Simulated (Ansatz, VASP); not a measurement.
One calculation of MoS2, two programs

```xyz
3
Lattice="3.3172 0.0000 0.0000 -1.6586 2.8727 0.0000 0.0000 0.0000 5.9345" Properties=species:S:1:pos:R:3 pbc="T T T"
Mo    0.0000    0.0000    2.9673
S     0.0000    1.9152    1.5038
S     1.6586    0.9576    4.4307
```

Alike in both runs: task single point; functional r2SCAN; k mesh 18 × 18 × 8; occupations gaussian, width 0.15 eV; no spin polarisation.

|  | VASP | Ansatz |
| --- | --- | --- |
| version | VASP 6.6.1 | Ansatz 0.2.0 |
| potentials or method | VASP PAW PBE potentials, release 64 (Mo_sv, S), cutoff 520 eV | scalar-relativistic, plane waves, PAW |
| valence electrons in the cell | 26 | 26 |

|  | VASP | Ansatz | Ansatz less VASP |
| --- | --- | --- | --- |
| gap on the k mesh at the Fermi level (eV) | none | none | - |
| pressure (GPa) | 0.6 | 0.6 | -0.04 |
| traceless stress, the component that is largest in VASP (GPa) | 4.34 | 4.33 | -0.006 |
| rms of the force components (eV/Å) | 0.277 | 0.274 | -0.0030 |

VASP's potentials were made for PBE, not for r2SCAN. Atom by atom the forces differ by 0.003 eV/Å (rms over components). A gap of «none» marks a metal or a gap that the smearing closes.
